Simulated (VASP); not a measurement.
# Zr3S2 (R32) in VASP: notebook, part 2 of 2

VASP 6.6.1. Earlier steps stand in the parts before.

## Step 3: Single point, PBEsol (strain -0.025 along x and y, +0.025 along z)

Input file INCAR:

```
SYSTEM = Zr3S2
PREC = Accurate
ENCUT = 520
EDIFF = 1E-7
ISMEAR = 0
SIGMA = 0.15
LREAL = .FALSE.
LASPH = .TRUE.
NELM = 100
ALGO = Normal
ISIF = 2
LWAVE = .FALSE.
LCHARG = .FALSE.
GGA = PS
NBANDS = 32
```

Input file KPOINTS:

```
Automatic mesh
0
G
  12 12 12
  0 0 0
```

Input file POSCAR:

```
Zr3S2
1.0
    2.7929586191      1.6125154106      3.5205651416
   -2.7929586191      1.6125154106      3.5205651416
    0.0000000000     -3.2250308212      3.5205651416
Zr S
3 2
Direct
    0.1618381745      0.8381618255      0.5000000000
    0.5000000000      0.1618381745      0.8381618255
    0.8381618255      0.5000000000      0.1618381745
    0.3349612447      0.3349612447      0.3349612447
    0.6650387553      0.6650387553      0.6650387553
```

Potentials or basis: VASP PAW PBE potentials, release 64 (Zr_sv, S).

Run with:

```sh
$ cat potpaw_PBE.64/Zr_sv/POTCAR potpaw_PBE.64/S/POTCAR > POTCAR
$ mpirun -np 1 vasp_std > vasp.out
```

OUTCAR:

```text
SYSTEM = Zr3S2
   PREC = Accurate
   ENCUT = 520
   EDIFF = 1E-7
   ISMEAR = 0
   LREAL = .FALSE.
   LASPH = .TRUE.
   NELM = 100
   ISIF = 2
   GGA = PS

 ion  position               nearest neighbor table
   1  0.162  0.838  0.500-   4 2.56   5 2.56   5 2.57   4 2.57   3 3.20   2 3.20   3 3.20   2 3.20
                             3 3.27   2 3.27   2 3.52   3 3.52
   2  0.500  0.162  0.838-   5 2.56   4 2.56   5 2.57   4 2.57   3 3.20   3 3.20   1 3.20   1 3.20
                             1 3.27   3 3.27   1 3.52   3 3.52
   3  0.838  0.500  0.162-   4 2.56   5 2.56   5 2.57   4 2.57   2 3.20   2 3.20   1 3.20   1 3.20
                             1 3.27   2 3.27   1 3.52   2 3.52
   4  0.335  0.335  0.335-   3 2.56   2 2.56   1 2.56   1 2.57   2 2.57   3 2.57
   5  0.665  0.665  0.665-   2 2.56   3 2.56   1 2.56   1 2.57   2 2.57   3 2.57

  LATTYP: Found a trigonal (rhomboedric) cell.
 ALAT       =     4.7744321876
 COS(alpha) =     0.3155912719

  Lattice vectors:

 A1 = (   2.7929586191,   1.6125154106,   3.5205651416)
 A2 = (  -2.7929586191,   1.6125154106,   3.5205651416)
 A3 = (   0.0000000000,  -3.2250308212,   3.5205651416)

Analysis of symmetry for initial positions (statically):
=====================================================================
 Subroutine PRICEL returns:
 Original cell was already a primitive cell.

 Routine SETGRP: Setting up the symmetry group for a
 trigonal (rhombohedral) supercell.

 Subroutine GETGRP returns: Found  6 space group operations
 (whereof  6 operations were pure point group operations)
 out of a pool of 12 trial point group operations.

The static configuration has the point symmetry D_3 .

Analysis of symmetry for dynamics (positions and initial velocities):
=====================================================================
 Subroutine PRICEL returns:
 Original cell was already a primitive cell.

 Routine SETGRP: Setting up the symmetry group for a
 trigonal (rhombohedral) supercell.

 Subroutine GETGRP returns: Found  6 space group operations
 (whereof  6 operations were pure point group operations)
 out of a pool of 12 trial point group operations.

The dynamic configuration has the point symmetry D_3 .

 Subroutine INISYM returns: Found  6 space group operations
 (whereof  6 operations are pure point group operations),
 and found     1 'primitive' translations

----------------------------------------------------------------------------------------

                                     Primitive cell

  volume of cell :      95.1332

  direct lattice vectors                    reciprocal lattice vectors
     2.792958619  1.612515411  3.520565142     0.179021628  0.103358185  0.094681768
    -2.792958619  1.612515411  3.520565142    -0.179021628  0.103358185  0.094681768
     0.000000000 -3.225030821  3.520565142     0.000000000 -0.206716371  0.094681768

  length of vectors
     4.774432188  4.774432188  4.774432188     0.227368193  0.227368193  0.227368193

  position of ions in fractional coordinates (direct lattice)
     0.161838174  0.838161826  0.500000000
     0.500000000  0.161838174  0.838161826
     0.838161826  0.500000000  0.161838174
     0.334961245  0.334961245  0.334961245
     0.665038755  0.665038755  0.665038755
[... 34 lines left out ...]

 Following reciprocal coordinates:
            Coordinates               Weight
  0.000000  0.000000  0.000000      1.000000
  0.083333 -0.000000  0.000000      6.000000
  0.166667  0.000000  0.000000      6.000000
  0.250000 -0.000000  0.000000      6.000000
  0.333333 -0.000000  0.000000      6.000000
  0.416667 -0.000000  0.000000      6.000000
[... 16 lines left out ...]
  0.500000  0.166667  0.000000     12.000000
 -0.416667  0.166667 -0.000000     12.000000
 [... further k-points ...]
   k-points           NKPTS =    189   k-points in BZ     NKDIM =    189   number of bands    NBANDS=     32
   number of dos      NEDOS =    301   number of ions     NIONS =      5
   total plane-waves  NPLWV =  46656
   dimension x,y,z NGX =    36 NGY =   36 NGZ =   36
   dimension x,y,z NGXF=    72 NGYF=   72 NGZF=   72
   ions per type =               3   2
   NGX,Y,Z   is equivalent  to a cutoff of  12.54, 12.54, 12.54 a.u.
   NGXF,Y,Z  is equivalent  to a cutoff of  25.07, 25.07, 25.07 a.u.
 SYSTEM =  Zr3S2
   PREC   = accura    normal or accurate (medium, high low for compatibility)
   ISTART =      0    job   : 0-new  1-cont  2-samecut
   ICHARG =      2    charge: 1-file 2-atom 10-const
   ISPIN  =      1    spin polarized calculation?
   LNONCOLLINEAR =      F non collinear calculations
   LSORBIT =      F    spin-orbit coupling
   LASPH  =      T    aspherical Exc in radial PAW
   ENCUT  =  520.0 eV  38.22 Ry    6.18 a.u.   8.88  8.88  8.88*2*pi/ulx,y,z
   NELM   =    100;   NELMIN=  2; NELMDL= -5     # of ELM steps
   EDIFF  = 0.1E-06   stopping-criterion for ELM
   LREAL  =      F    real-space projection
   EDIFFG = 0.1E-05   stopping-criterion for IOM
   NSW    =      0    number of steps for IOM
   IBRION =     -1    ionic relax: 0-MD 1-quasi-New 2-CG
   NFREE  =      0    steps in history (QN), initial steepest desc. (CG)
   ISIF   =      2    stress and relaxation
   ISYM   =      2    0-nonsym 1-usesym 2-fastsym
   POTIM  = 0.5000    time-step for ionic-motion
   TEBEG  =    0.0;   TEEND  =   0.0 temperature during run
   PSTRESS=    0.0 pullay stress
   NELECT =      48.0000    total number of electrons
   NUPDOWN=      -1.0000    fix difference up-down
   EMIN   =  10.00;   EMAX   =-10.00  energy-range for DOS
   EFERMI =   0.00;   METHOD = LEGACY
   ISMEAR =     0;   SIGMA  =   0.15  broadening in eV -4-tet -1-fermi 0-gaus
   EFERMI_NEDOS =   21; number of points for ismear=-14 and -15
   IALGO  =     38    algorithm
   IMIX   =      4    mixing-type and parameters
     AMIX     =   0.40;   BMIX     =  1.00
     AMIX_MAG =   1.60;   BMIX_MAG =  1.00
  volume/ion in A,a.u.               =      19.03       128.40
  Fermi-wavevector in a.u.,A,eV,Ry     =   1.303301  2.462881 23.110751  1.698592
  Thomas-Fermi vector in A             =   2.434312
   LORBIT       =      0    0 simple, 1 ext, 2 COOP (PROOUT), +10 PAW based schemes
   GGA     = PS    functional components
   LHFCALC =     F    Hartree Fock is set to
   AEXX    =    0.0000 exact exchange contribution
   IVDW    =     0    specifies the selected vdW correction
   LEPSILON=     F    determine dielectric tensor
   LRPA    =     F    only Hartree local field effects (RPA)
 non-spin polarized calculation
 Gauss-broadening in eV      SIGMA  =   0.15
  energy-cutoff  :      520.00
  volume of cell :       95.13
 maximum number of plane-waves:      2588
   NGX = 17   NGY = 17   NGZ = 17

 number of electron      48.0000002 magnetization

 Free energy of the ion-electron system (eV)
  ---------------------------------------------------
  ext. energy  EPLUGINS =         0.00000000
  ---------------------------------------------------
  free energy    TOTEN  =       -41.86936232 eV

  energy without entropy =      -41.84329763  energy(sigma->0) =      -41.85632998

 E-fermi :   9.5057     XC(G=0): -11.3575

 val. band max:        9.5045804265   @ k =   0.4167   0.4167   0.0000
 cond. band min:       9.5170622852   @ k =   0.0833  -0.0000   0.0000
 fundamental gap:      0.0124818587
 Fermi energy:         9.5056917657

 k-point     1 :       0.0000    0.0000    0.0000
  band No.  band energies     occupation
      1     -39.3017      2.00000
      2     -39.1831      2.00000
      3     -39.1831      2.00000
      4     -17.5860      2.00000
      5     -17.5552      2.00000
      6     -17.5309      2.00000
[... 829 lines left out ...]
     31      12.8671      0.00000
     32      13.3966      0.00000

 [... further k-points ...]

------------------------ aborting loop because EDIFF is reached ----------------------------------------

  FORCE on cell =-STRESS in cart. coord.  units (eV):
  Direction    XX          YY          ZZ          XY          YZ          ZX
  --------------------------------------------------------------------------------------
  -------------------------------------------------------------------------------------
  Total        3.0886741      3.0886741     -0.1259862      0.0000000      0.0000000      0.0000000
  in kB       52.0176416     52.0176416     -2.1217860      0.0000000      0.0000000      0.0000000
  external PRESSURE =      33.9711657 kB  Pullay stress =       0.0000000 kB

 VOLUME and BASIS-vectors are now :
 -----------------------------------------------------------------------------
  energy-cutoff  :      520.00
  volume of cell :       95.13
      direct lattice vectors                 reciprocal lattice vectors
     2.792958619  1.612515411  3.520565142     0.179021628  0.103358185  0.094681768
    -2.792958619  1.612515411  3.520565142    -0.179021628  0.103358185  0.094681768
     0.000000000 -3.225030821  3.520565142     0.000000000 -0.206716371  0.094681768

 POSITION                                       TOTAL-FORCE (eV/Angst)
 -----------------------------------------------------------------------------------
     -1.88894      0.00000      5.28085        -0.146330     -0.000000      0.000000
      0.94447     -1.63587      5.28085         0.073165     -0.126725      0.000000
      0.94447      1.63587      5.28085         0.073165      0.126725      0.000000
      0.00000      0.00000      3.53776         0.000000     -0.000000     -0.012961
      0.00000      0.00000      7.02394         0.000000     -0.000000      0.012961
 -----------------------------------------------------------------------------------
    total drift:                                0.000000     -0.000000      0.000000

  FREE ENERGIE OF THE ION-ELECTRON SYSTEM (eV)
  ---------------------------------------------------
  free  energy   TOTEN  =       -41.8693623189 eV

  energy  without entropy=      -41.8432976340  energy(sigma->0) =      -41.85632998
```

stdout:

```text
POSCAR found type information on POSCAR ZrS
 POSCAR found :  2 types and       5 ions
 scaLAPACK will be used
 -----------------------------------------------------------------------------
|                                                                             |
|                                                                             |
|     You enforced a specific xc type in the INCAR file but a different       |
|     I HOPE YOU KNOW WHAT YOU ARE DOING!                                     |
|                                                                             |
 -----------------------------------------------------------------------------

 LDA part: xc-table for (Slater+PW92), standard interpolation
 POSCAR, INCAR and KPOINTS ok, starting setup
 FFT: planning ... GRIDC
 FFT: planning ... GRID_SOFT
 FFT: planning ... GRID
 WAVECAR not read
 entering main loop
```

Run time: 3.3 min. Hardware: 1 thread of Intel Xeon 6975P-C (Granite Rapids), shared host; peak memory 0.53 GiB.

Results:

* Free energy: -41.8694 eV
* Pressure: 3.4 GPa
* Largest force: 0.146 eV/Å
* Band gap on the k mesh: zero (bands 24 and 25 overlap by 0.41 eV)

Forces in eV/Å, atoms in the order of the input:
```
Zr  -0.146  0.000  0.000
Zr   0.073 -0.127  0.000
Zr   0.073  0.127  0.000
S    0.000  0.000 -0.013
S    0.000  0.000  0.013
```

Stress tensor (GPa, compression positive):
```
 5.20  0.00  0.00
 0.00  5.20  0.00
 0.00  0.00 -0.21
```

Caveat: the cell differs from its parent crystal (strain -0.025 along x and y, +0.025 along z); the stress differs along the axes, from -0 to 5 GPa; the PAW data sets were made with another functional, which shifts forces and pressure a little.
